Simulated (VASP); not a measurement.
# Si (Fd-3m) in VASP: notebook

Runs on Si. Level: PBEsol. Tasks: single point, relaxation of cell and atoms.

All numbers are computed with VASP 6.6.1; they aren't measurements. Logs are shortened: lines on timing, memory, paths and dates and some standing lists are left out, and cuts for length are marked.

**1. The cell of the first run**

It takes space group Fd-3m (No. 227, cubic). Conventional cell: a = 5.434 Å, b = 5.434 Å, c = 5.434 Å, α = 90.00°, β = 90.00°, γ = 90.00°. Within 3.1 Å of Si (site symmetry -43m) lie 4 Si at 2.35 Å.

**2. Single point, PBEsol**

INCAR

```
SYSTEM = Si
  PREC = Accurate
  ENCUT = 520
  EDIFF = 1E-6
  ISMEAR = 0
  SIGMA = 0.02
  LREAL = .FALSE.
  LASPH = .TRUE.
  NELM = 100
  ALGO = Normal
  ISIF = 2
  LWAVE = .FALSE.
  LCHARG = .TRUE.
  GGA = PS
  LELF = .TRUE.
  LVHAR = .TRUE.
  NBANDS = 11
```

KPOINTS

```
regular mesh
0
G
  10 10 10
  0 0 0
```

POSCAR

```
Si
1.0
    0.0000000000      2.7169170452      2.7169170452
    2.7169170452      0.0000000000      2.7169170452
    2.7169170452      2.7169170452      0.0000000000
Si
2
Direct
    0.2500000000      0.2500000000      0.2500000000
    0.0000000000      0.0000000000      0.0000000000
```

Potentials or basis: VASP PAW PBE potentials, release 64 (Si).

Launch:

```bash
$ cat potpaw_PBE.64/Si/POTCAR > POTCAR
$ mpirun -np 1 vasp_std > vasp.out
```

OUTCAR:

```text
SYSTEM = Si
   PREC = Accurate
   ENCUT = 520
   EDIFF = 1E-6
   ISMEAR = 0
   LREAL = .FALSE.
   LASPH = .TRUE.
   NELM = 100
   ISIF = 2
   GGA = PS

 ion  position               nearest neighbor table
   1  0.250  0.250  0.250-   2 2.35   2 2.35   2 2.35   2 2.35
   2  0.000  0.000  0.000-   1 2.35   1 2.35   1 2.35   1 2.35

  LATTYP: Found a face centered cubic cell.
 ALAT       =     5.4338340904

  Lattice vectors:

 A1 = (   0.0000000000,   2.7169170452,   2.7169170452)
 A2 = (   2.7169170452,   0.0000000000,   2.7169170452)
 A3 = (   2.7169170452,   2.7169170452,   0.0000000000)

Analysis of symmetry for initial positions (statically):
=====================================================================
 Subroutine PRICEL returns:
 Original cell was already a primitive cell.

 Routine SETGRP: Setting up the symmetry group for a
 face centered cubic supercell.

 Subroutine GETGRP returns: Found 48 space group operations
 (whereof 24 operations were pure point group operations)
 out of a pool of 48 trial point group operations.

The static configuration has the point symmetry T_d .
 The point group associated with its full space group is O_h .

Analysis of symmetry for dynamics (positions and initial velocities):
=====================================================================
 Subroutine PRICEL returns:
 Original cell was already a primitive cell.

 Routine SETGRP: Setting up the symmetry group for a
 face centered cubic supercell.

 Subroutine GETGRP returns: Found 48 space group operations
 (whereof 24 operations were pure point group operations)
 out of a pool of 48 trial point group operations.

The dynamic configuration has the point symmetry T_d .
 The point group associated with its full space group is O_h .

 Subroutine INISYM returns: Found 48 space group operations
 (whereof 24 operations are pure point group operations),
 and found     1 'primitive' translations

----------------------------------------------------------------------------------------

                                     Primitive cell

  volume of cell :      40.1106

  direct lattice vectors                    reciprocal lattice vectors
     0.000000000  2.716917045  2.716917045    -0.184032119  0.184032119  0.184032119
     2.716917045  0.000000000  2.716917045     0.184032119 -0.184032119  0.184032119
     2.716917045  2.716917045  0.000000000     0.184032119  0.184032119 -0.184032119

  length of vectors
     3.842300933  3.842300933  3.842300933     0.318752980  0.318752980  0.318752980

  position of ions in fractional coordinates (direct lattice)
     0.250000000  0.250000000  0.250000000
[... 83 lines left out ...]
   NFREE  =      0    steps in history (QN), initial steepest desc. (CG)
   ISIF   =      2    stress and relaxation
   ISYM   =      2    0-nonsym 1-usesym 2-fastsym
   POTIM  = 0.5000    time-step for ionic-motion
   TEBEG  =    0.0;   TEEND  =   0.0 temperature during run
   PSTRESS=    0.0 pullay stress
   NELECT =       8.0000    total number of electrons
   NUPDOWN=      -1.0000    fix difference up-down
   EMIN   =  10.00;   EMAX   =-10.00  energy-range for DOS
   EFERMI =   0.00;   METHOD = LEGACY
   ISMEAR =     0;   SIGMA  =   0.02  broadening in eV -4-tet -1-fermi 0-gaus
   EFERMI_NEDOS =   21; number of points for ismear=-14 and -15
   IALGO  =     38    algorithm
   IMIX   =      4    mixing-type and parameters
     AMIX     =   0.40;   BMIX     =  1.00
     AMIX_MAG =   1.60;   BMIX_MAG =  1.00
  volume/ion in A,a.u.               =      20.06       135.34
  Fermi-wavevector in a.u.,A,eV,Ry     =   0.956500  1.807523 12.447873  0.914893
  Thomas-Fermi vector in A             =   2.085434
   LORBIT       =      0    0 simple, 1 ext, 2 COOP (PROOUT), +10 PAW based schemes
   GGA     = PS    functional components
   LHFCALC =     F    Hartree Fock is set to
   AEXX    =    0.0000 exact exchange contribution
   IVDW    =     0    specifies the selected vdW correction
   LEPSILON=     F    determine dielectric tensor
   LRPA    =     F    only Hartree local field effects (RPA)
 non-spin polarized calculation
 Gauss-broadening in eV      SIGMA  =   0.02
  energy-cutoff  :      520.00
  volume of cell :       40.11
 maximum number of plane-waves:      1106
 NGX is ok and might be reduce to    30
   NGX = 15   NGY = 15   NGZ = 15

 number of electron       8.0000001 magnetization

 Free energy of the ion-electron system (eV)
  ---------------------------------------------------
  ext. energy  EPLUGINS =         0.00000000
  ---------------------------------------------------
  free energy    TOTEN  =       -11.49259121 eV

  energy without entropy =      -11.49259121  energy(sigma->0) =      -11.49259121

 E-fermi :   5.9437     XC(G=0):  -9.5470

 val. band max:        5.7725444595   @ k =   0.0000   0.0000   0.0000
 cond. band min:       6.2420851928   @ k =   0.4000   0.4000   0.0000
 fundamental gap:      0.4695407333
 Fermi energy:         5.9436667096

 k-point     1 :       0.0000    0.0000    0.0000
  band No.  band energies     occupation
      1      -6.2059      2.00000
      2       5.7725      2.00000
      3       5.7725      2.00000
      4       5.7725      2.00000
      5       8.2892      0.00000
      6       8.2892      0.00000
      7       8.2892      0.00000
      8       9.0770      0.00000
      9      13.4600      0.00000
     10      13.4600      0.00000
     11      13.4759      0.00000
[... 309 lines left out ...]
 k-point    24 :       0.4000    0.3000    0.0000
  band No.  band energies     occupation
      1      -4.0380      2.00000
      2       0.3481      2.00000
      3       2.8869      2.00000
      4       3.3217      2.00000
      5       6.7205      0.00000
      6       7.9078      0.00000
      7      12.6760      0.00000
      8      12.7958      0.00000
      9      16.2076      0.00000
     10      16.4735      0.00000
     11      17.8053      0.00000

 [... further k-points ...]
[... 5 lines left out ...]
  --------------------------------------------------------------------------------------
  -------------------------------------------------------------------------------------
  Total        0.0250989      0.0250989      0.0250989     -0.0000000      0.0000000      0.0000000
  in kB        1.0025485      1.0025485      1.0025485     -0.0000000      0.0000000      0.0000000
  external PRESSURE =       1.0025485 kB  Pullay stress =       0.0000000 kB

 VOLUME and BASIS-vectors are now :
 -----------------------------------------------------------------------------
  energy-cutoff  :      520.00
  volume of cell :       40.11
      direct lattice vectors                 reciprocal lattice vectors
     0.000000000  2.716917045  2.716917045    -0.184032119  0.184032119  0.184032119
     2.716917045  0.000000000  2.716917045     0.184032119 -0.184032119  0.184032119
     2.716917045  2.716917045  0.000000000     0.184032119  0.184032119 -0.184032119

 POSITION                                       TOTAL-FORCE (eV/Angst)
 -----------------------------------------------------------------------------------
      1.35846      1.35846      1.35846        -0.000000      0.000000      0.000000
      0.00000      0.00000      0.00000         0.000000     -0.000000     -0.000000
 -----------------------------------------------------------------------------------
    total drift:                               -0.000000     -0.000000     -0.000000

  FREE ENERGIE OF THE ION-ELECTRON SYSTEM (eV)
  ---------------------------------------------------
  free  energy   TOTEN  =       -11.4925912101 eV

  energy  without entropy=      -11.4925912101  energy(sigma->0) =      -11.49259121
```

stdout:

```text
POSCAR found type information on POSCAR Si
 POSCAR found :  1 types and       2 ions
 scaLAPACK will be used
 -----------------------------------------------------------------------------
|                                                                             |
|                                                                             |
|     You enforced a specific xc type in the INCAR file but a different       |
|     I HOPE YOU KNOW WHAT YOU ARE DOING!                                     |
|                                                                             |
 -----------------------------------------------------------------------------

 LDA part: xc-table for (Slater+PW92), standard interpolation
 POSCAR, INCAR and KPOINTS ok, starting setup
 FFT: planning ... GRIDC
 FFT: planning ... GRID_SOFT
 FFT: planning ... GRID
 WAVECAR not read
 entering main loop
```

It took 20 s on 1 thread of Intel Xeon Platinum 8488C (Sapphire Rapids), shared host; peak memory 0.16 GiB.

Results:

* Free energy: -11.4926 eV
* Pressure: 0.1 GPa
* Band gap on the k mesh: 0.47 eV, indirect (least direct gap 2.52 eV)

Caveat: the PAW data sets were made with another functional, which shifts forces and pressure a little.

**3. Relaxation of cell and atoms, PBEsol**

INCAR

```
SYSTEM = Si
PREC = Accurate
ENCUT = 600
EDIFF = 1E-6
ISMEAR = 0
SIGMA = 0.02
LREAL = .False.
LASPH = .True.
NELM = 80
ALGO = Normal
ISIF = 3
LWAVE = .False.
LCHARG = .False.
GGA = PS
IBRION = 2
NSW = 100
EDIFFG = -0.005
```

KPOINTS

```
Automatic mesh
0
Gamma
  10 10 10
  0 0 0
```

POSCAR is that of step 2.

Potentials or basis: VASP PAW PBE potentials, release 64 (Si).

Launch:

```bash
$ cat potpaw_PBE.64/Si/POTCAR > POTCAR
$ mpirun -np 1 vasp_std > vasp.out
```

Wall time 26 s (1 thread of Intel Xeon Platinum 8488C (Sapphire Rapids), shared host); peak memory 0.17 GiB.

It converged, with:

```
Free energy                            : -11.4926 eV
Relaxed volume                         : 20.08 Å³/atom
Relaxed cell                           : a = 3.844 Å, b = 3.844 Å, c = 3.844 Å, α = 60.00°, β = 60.00°, γ = 60.00°
Space group after relaxing (to 0.05 Å) : Fd-3m (No. 227)
Energy gained by relaxing              : 0.0 meV/atom
Ionic steps                            : 3
Pressure after relaxing                : 0.0 GPa
Band gap on the k mesh                 : 0.47 eV, indirect (least direct gap 2.52 eV)
```

Final structure:
```
CELL_PARAMETERS angstrom
0.00000 2.71792 2.71792
2.71792 0.00000 2.71792
2.71792 2.71792 0.00000
ATOMIC_POSITIONS crystal
Si 0.25000 0.25000 0.25000
Si 0.00000 0.00000 0.00000
```

Levels at points of the mesh, in eV from the valence-band top:
```tsv
k point	band 1	band 2	band 3	band 4	band 5	band 6	band 7	band 8
(0.00, 0.00, 0.00)	-11.97	0.00	0.00	0.00	2.52	2.52	2.52	3.29
(0.50, 0.00, 0.00)	-9.63	-7.00	-1.20	-1.20	1.46	3.27	3.27	7.51
(0.50, 0.50, 0.00)	-7.82	-7.82	-2.87	-2.87	0.59	0.59	10.04	10.04
```

Caveat: the PAW data sets were made with another functional, which shifts forces and pressure a little.
